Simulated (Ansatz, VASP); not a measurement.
Si3C: VASP beside Ansatz

```
Si C
1.0
     2.74595    0.00000    0.00000
     0.00000    2.74595    0.00000
     0.00000    0.00000    6.16293
Si C
3 1
Direct
  0.00000 0.00000 0.69214
  0.50000 0.50000 0.00000
  0.00000 0.00000 0.30786
  0.50000 0.50000 0.50000
```

Alike in both runs: functional PBE; k mesh 16 × 16 × 8; occupations gaussian, width 0.1 eV; no spin polarisation.

Ansatz relaxed the structure, and its values are those at the end. VASP's run is a single point on that final structure, the one shown.

|  | VASP | Ansatz |
| --- | --- | --- |
| version | VASP 6.6.1 | Ansatz 0.2.0 |
| potentials or method | VASP PAW PBE potentials, release 64 (Si, C), cutoff 520 eV | scalar-relativistic, plane waves, PAW |
| valence electrons in the cell | 16 | 16 |

```tsv
	VASP	Ansatz	Ansatz less VASP
gap on the k mesh at the Fermi level (eV)	none	none	-
pressure (GPa)	0.0	0.0	-0.01
```

A gap of «none» marks a metal or a gap that the smearing closes.
